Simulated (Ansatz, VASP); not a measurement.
NiSb: VASP beside Ansatz

INCAR

```
SYSTEM = NiSb
ALGO = Normal
EDIFF = 1E-6
EDIFFG = -0.01
ENCUT = 600
GGA = PE
IBRION = 2
ISIF = 3
ISMEAR = 0
IVDW = 12
LASPH = .True.
LCHARG = .False.
LREAL = .False.
LWAVE = .False.
NELM = 100
NSW = 100
PREC = Accurate
SIGMA = 0.1
```

File KPOINTS:

```
k-points
0
Gamma
  15 15 10
  0 0 0
```

POSCAR

```
NiSb
1.0
    3.9296698600      0.0000000000      0.0000000000
   -1.9648349300      3.4031939500      0.0000000000
    0.0000000000      0.0000000000      5.1161871000
Ni Sb
2 2
Direct
    0.0000000000      0.0000000000      0.0000000000
    0.0000000000      0.0000000000      0.5000000000
    0.3333333400      0.6666666900      0.2500000000
    0.6666666900      0.3333333400      0.7500000000
```

Input for Ansatz:

```yaml
crystal:
  lattice:
    - [3.92966986, 0.0, 0.0]
    - [-1.96483493, 3.40319395, 0.0]
    - [0.0, 0.0, 5.1161871]
  atoms:
    - { symbol: Ni, position: [0.0, 0.0, 0.0] }
    - { symbol: Ni, position: [0.0, 0.0, 0.5] }
    - { symbol: Sb, position: [0.33333334, 0.66666669, 0.25] }
    - { symbol: Sb, position: [0.66666669, 0.33333334, 0.75] }
basis:
  ecutwfc: 420
kpoints:
  mp_grid: { grid: [15, 15, 10] }
hamiltonian:
  xc: pbe
  dispersion: d3bj
scf:
  occupations: { method: gaussian, width: 0.1 }
output:
  forces: true
  stress: true
  eigenvalues: true
relax:
  adjacent_minimum: "off"
  f_tol: 0.01
  max_steps: 80
  cell: { stress_tol: 0.05 }
```

Alike in both runs: task relaxation of cell and atoms; functional PBE; dispersion D3(BJ); k mesh 15 × 15 × 10; occupations gaussian, width 0.1 eV; no spin polarisation.

|  | VASP | Ansatz |
| --- | --- | --- |
| version | VASP 6.6.1 | Ansatz 0.2.0 |
| potentials or method | VASP PAW PBE potentials, release 64 (Ni, Sb), cutoff 600 eV | scalar-relativistic, plane waves, PAW |
| valence electrons in the cell | 30 | 66 |

VASP gave:

* gap on the k mesh at the Fermi level, each at its own relaxed structure (eV): none
* relaxed volume (Å³/atom): 16.95
* relaxed cell length with the largest relative difference (Å): 3.917

Problem. Estimate Ansatz's values.

Solution. gap on the k mesh at the Fermi level, each at its own relaxed structure (eV): none; relaxed volume (Å³/atom): 16.97; relaxed cell length with the largest relative difference (Å): 3.919.

A gap of «none» marks a metal or a gap that the smearing closes. VASP's potentials hold 30 valence electrons a cell and Ansatz's 66, so a difference there can come from the potentials and not from the codes. Ansatz's warnings: structure snapped to symmetry.

Neither program's run includes spin-orbit coupling.
